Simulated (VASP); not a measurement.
# Ti8O17 (a cell with a defect) in VASP: single point with PBE

Aim: the single point of Ti8O17 (a cell with a defect) with PBE.

Program: VASP 6.6.1. These are calculated values, not measurements. Logs are shortened: lines on timing, memory, paths and dates and some standing lists are left out, and cuts for length are marked.

### 1 The cell of the first run

The cell holds a defect, 25 atoms: a = 6.567 Å, b = 6.567 Å, c = 5.927 Å, α = 90.00°, β = 90.00°, γ = 90.00°.

### 2 Single point, PBE

File INCAR:

```
SYSTEM = Ti8O17
PREC = Accurate
ENCUT = 1000
EDIFF = 1E-6
ISMEAR = -1
SIGMA = 0.01
LREAL = Auto
LASPH = .True.
NELM = 120
ALGO = Normal
ISIF = 2
LWAVE = .False.
LCHARG = .True.
GGA = PE
LELF = .True.
LVHAR = .True.
NBANDS = 117
GGA_COMPAT = .False.
```

File KPOINTS:

```
regular mesh
0
Gamma
  1 1 1
  0 0 0
```

File POSCAR:

```
Ti8O17
1.0
    4.6435389800      4.6435389800      0.0000000000
   -4.6435389800      4.6435389800      0.0000000000
    0.0000000000      0.0000000000      5.9273749100
Ti O
8 17
Direct
   -0.0191910740      0.5191237783     -0.0435739267
    0.4959008657      0.0090926339     -0.0339086026
   -0.0008732564      0.0152317016      0.2129536294
    0.5170781403      0.5060626195      0.2159051890
   -0.0049192007      0.5217706819      0.4712759092
    0.5021888499      0.0121038071      0.4676338248
   -0.0069746373      0.0199528852      0.7177408321
    0.4902940429      0.5154918501      0.7136341237
    0.2419385311      0.4411208797      0.3289373508
    0.7042553135      0.0187940707      0.2695356754
    0.0001011082      0.2261358211      0.0210084568
    0.5140986240      0.7135217373      0.0196517011
   -0.0324805069      0.8198138352      0.0052684368
    0.4995887856      0.3048127745      0.0153389994
    0.2906300573      0.0160220470      0.2722518863
    0.8005364047      0.5009082534      0.2551662453
    0.2008314141      0.5220751910      0.7767320390
    0.6976964152      0.0154012921      0.7655461429
   -0.0079636459      0.2255672892      0.5260684616
    0.4978534712      0.7162069737      0.5100245970
   -0.0127005502      0.8124500551      0.5240336654
    0.5111733766      0.3001524281      0.5331290914
    0.2875254210      0.0051817160      0.7754525519
    0.7900627120      0.5179310458      0.7420197080
    0.1689935205      0.6235918364      0.2126347699
```

Potentials or basis: VASP PAW PBE potentials, release 64 (Ti_sv, O_h).

On the command line:

```sh
> cat potpaw_PBE.64/Ti_sv/POTCAR potpaw_PBE.64/O_h/POTCAR > POTCAR
> mpirun -np 1 vasp_gam > vasp.out
```

OUTCAR:

```text
SYSTEM = Ti8O17
   PREC = Accurate
   ENCUT = 1000
   EDIFF = 1E-6
   ISMEAR = -1
   LREAL = Auto
   LASPH = .True.
   NELM = 120
   ISIF = 2
   GGA = PE

 ion  position               nearest neighbor table
   1  0.981  0.519  0.956-  24 1.78  17 1.80  11 1.97  13 2.00  25 2.07  16 2.13   5 2.88
   2  0.496  0.009  0.966-  23 1.77  18 1.78  14 1.96  12 1.97
   3  0.999  0.015  0.213-  13 1.79  11 1.79  15 1.95  10 1.97
   4  0.517  0.506  0.216-  14 1.78  12 1.79  16 1.88   9 1.97
   5  0.995  0.522  0.471-  16 1.81   9 1.90  21 1.93  19 1.97  25 2.03  24 2.09   1 2.88
   6  0.502  0.012  0.468-  10 1.77  15 1.81  22 1.93  20 1.96  18 2.18
   7  0.993  0.020  0.718-  19 1.76  21 1.78  18 1.96  23 1.97  13 2.16
   8  0.490  0.515  0.714-  22 1.78  20 1.79  17 1.94  24 1.98
   9  0.242  0.441  0.329-  25 1.46   5 1.90   4 1.97
  10  0.704  0.019  0.270-   6 1.77   3 1.97
  11  0.000  0.226  0.021-   3 1.79   1 1.97
  12  0.514  0.714  0.020-   4 1.79   2 1.97
  13  0.968  0.820  0.005-   3 1.79   1 2.00   7 2.16
  14  0.500  0.305  0.015-   4 1.78   2 1.96
  15  0.291  0.016  0.272-   6 1.81   3 1.95
  16  0.801  0.501  0.255-   5 1.81   4 1.88   1 2.13
  17  0.201  0.522  0.777-   1 1.80   8 1.94
  18  0.698  0.015  0.766-   2 1.78   7 1.96   6 2.18
  19  0.992  0.226  0.526-   7 1.76   5 1.97
  20  0.498  0.716  0.510-   8 1.79   6 1.96
  21  0.987  0.812  0.524-   7 1.78   5 1.93
  22  0.511  0.300  0.533-   8 1.78   6 1.93
  23  0.288  0.005  0.775-   2 1.77   7 1.97
  24  0.790  0.518  0.742-   1 1.78   8 1.98   5 2.09
  25  0.169  0.624  0.213-   9 1.46   5 2.03   1 2.07

  LATTYP: Found a simple tetragonal cell.
 ALAT       =     6.5669558029
 C/A-ratio  =     0.9026061828

  Lattice vectors:

 A1 = (   4.6435389800,   4.6435389800,   0.0000000000)
 A2 = (  -4.6435389800,   4.6435389800,   0.0000000000)
 A3 = (   0.0000000000,   0.0000000000,   5.9273749100)

Analysis of symmetry for initial positions (statically):
=====================================================================
 Subroutine PRICEL returns:
 Original cell was already a primitive cell.

 Routine SETGRP: Setting up the symmetry group for a
 simple tetragonal supercell.

 Subroutine GETGRP returns: Found  1 space group operations
 (whereof  1 operations were pure point group operations)
 out of a pool of 16 trial point group operations.

The static configuration has the point symmetry C_1 .

Analysis of symmetry for dynamics (positions and initial velocities):
[... 138 lines left out ...]
   NFREE  =      0    steps in history (QN), initial steepest desc. (CG)
   ISIF   =      2    stress and relaxation
   ISYM   =      2    0-nonsym 1-usesym 2-fastsym
   POTIM  = 0.5000    time-step for ionic-motion
   TEBEG  =    0.0;   TEEND  =   0.0 temperature during run
   PSTRESS=    0.0 pullay stress
   NELECT =     198.0000    total number of electrons
   NUPDOWN=      -1.0000    fix difference up-down
   EMIN   =  10.00;   EMAX   =-10.00  energy-range for DOS
   EFERMI =   0.00;   METHOD = LEGACY
   ISMEAR =    -1;   SIGMA  =   0.01  broadening in eV -4-tet -1-fermi 0-gaus
   EFERMI_NEDOS =   21; number of points for ismear=-14 and -15
   IALGO  =     38    algorithm
   IMIX   =      4    mixing-type and parameters
     AMIX     =   0.40;   BMIX     =  1.00
     AMIX_MAG =   1.60;   BMIX_MAG =  1.00
  volume/ion in A,a.u.               =      10.22        69.00
  Fermi-wavevector in a.u.,A,eV,Ry     =   1.503487  2.841179 30.755608  2.260473
  Thomas-Fermi vector in A             =   2.614591
   LORBIT       =      0    0 simple, 1 ext, 2 COOP (PROOUT), +10 PAW based schemes
   GGA     = PE    functional components
   LHFCALC =     F    Hartree Fock is set to
   AEXX    =    0.0000 exact exchange contribution
   IVDW    =     0    specifies the selected vdW correction
   LEPSILON=     F    determine dielectric tensor
   LRPA    =     F    only Hartree local field effects (RPA)
 non-spin polarized calculation
  energy-cutoff  :     1000.00
  volume of cell :      255.62
 maximum number of plane-waves:      9178
 NGX is ok and might be reduce to    70
   NGX = 33   NGY = 33   NGZ = 31

 number of electron     197.9999999 magnetization

 Free energy of the ion-electron system (eV)
  ---------------------------------------------------
  ext. energy  EPLUGINS =         0.00000000
  ---------------------------------------------------
  free energy    TOTEN  =      -216.67439748 eV

  energy without entropy =     -216.67439748  energy(sigma->0) =     -216.67439748

 E-fermi :   5.5118     XC(G=0): -11.4319

 val. band max:        5.1590109545   @ k =   0.0000   0.0000   0.0000
 cond. band min:       7.7248156276   @ k =   0.0000   0.0000   0.0000
 fundamental gap:      2.5658046731
 Fermi energy:         5.5117600696

 k-point     1 :       0.0000    0.0000    0.0000
  band No.  band energies     occupation
      1     -51.4086      2.00000
      2     -51.1949      2.00000
      3     -51.1195      2.00000
      4     -51.0945      2.00000
      5     -51.0616      2.00000
      6     -51.0405      2.00000
[... 103 lines left out ...]
    110       8.9066      0.00000
    111       8.9868      0.00000
 [bands above 111 left out]

------------------------ aborting loop because EDIFF is reached ----------------------------------------

  FORCE on cell =-STRESS in cart. coord.  units (eV):
  Direction    XX          YY          ZZ          XY          YZ          ZX
  --------------------------------------------------------------------------------------
  -------------------------------------------------------------------------------------
  Total       19.0589076     14.5053760     27.1567618      4.0996951      0.2033218      2.2438418
  in kB      119.4587601     90.9178146    170.2150595     25.6963572      1.2743946     14.0641093
  external PRESSURE =     126.8638781 kB  Pullay stress =       0.0000000 kB

 VOLUME and BASIS-vectors are now :
 -----------------------------------------------------------------------------
  energy-cutoff  :     1000.00
  volume of cell :      255.62
      direct lattice vectors                 reciprocal lattice vectors
     4.643538980  4.643538980  0.000000000     0.107676495  0.107676495  0.000000000
    -4.643538980  4.643538980  0.000000000    -0.107676495  0.107676495  0.000000000
     0.000000000  0.000000000  5.927374910     0.000000000  0.000000000  0.168708748

 POSITION                                       TOTAL-FORCE (eV/Angst)
 -----------------------------------------------------------------------------------
      2.14385      6.96500      5.66910        -0.038214      0.051129      0.048234
      2.26051      2.34496      5.72639        -0.015963      0.008393      0.069327
      4.56875      4.71021      1.26226        -0.082120      0.027871      0.056823
      0.05115      4.75099      1.27975        -0.005691      0.029867      0.039123
      2.19783      7.04356      2.79343         0.007504     -0.044064      0.090889
      2.27573      2.38814      2.77184        -0.035125     -0.052842      0.065298
[... 17 lines left out ...]
      1.26365      6.07372      4.39823        -0.058009      0.018741     -0.036994
     -2.11095      3.68040      1.26037         0.211932      0.032420      0.094663
 -----------------------------------------------------------------------------------
    total drift:                               -0.020988      0.022051     -0.040734

  FREE ENERGIE OF THE ION-ELECTRON SYSTEM (eV)
  ---------------------------------------------------
  free  energy   TOTEN  =      -216.6743974798 eV

  energy  without entropy=     -216.6743974798  energy(sigma->0) =     -216.67439748
```

Run time: 4.3 min. Hardware: 1 thread of AMD EPYC 7R43 (Zen 3), shared host; peak memory 0.54 GiB.

Results:

```
Free energy   : -216.6744 eV
Pressure      : 12.7 GPa
Largest force : 0.234 eV/Å
```

Forces on the atoms (eV/Å):
```
Ti  -0.038  0.051  0.048
Ti  -0.016  0.008  0.069
Ti  -0.082  0.028  0.057
Ti  -0.006  0.030  0.039
Ti   0.008 -0.044  0.091
Ti  -0.035 -0.053  0.065
Ti   0.037 -0.046  0.041
Ti   0.008  0.036  0.068
O    0.184 -0.128 -0.005
O   -0.023  0.001 -0.049
O   -0.087  0.032 -0.045
O   -0.021  0.038 -0.061
O    0.057  0.049  0.025
O    0.005  0.015 -0.050
O   -0.033 -0.024 -0.048
O   -0.036  0.006 -0.017
O   -0.014  0.026 -0.023
O    0.027 -0.012 -0.047
O   -0.053 -0.019  0.003
O   -0.035 -0.023 -0.081
O   -0.004 -0.006 -0.071
O    0.035 -0.006 -0.019
O   -0.029 -0.009 -0.049
O   -0.058  0.019 -0.037
O    0.212  0.032  0.095
```

Caveat: the k points lie up to 1.06 Å⁻¹ apart, too coarse for converged energies, forces and pressures.
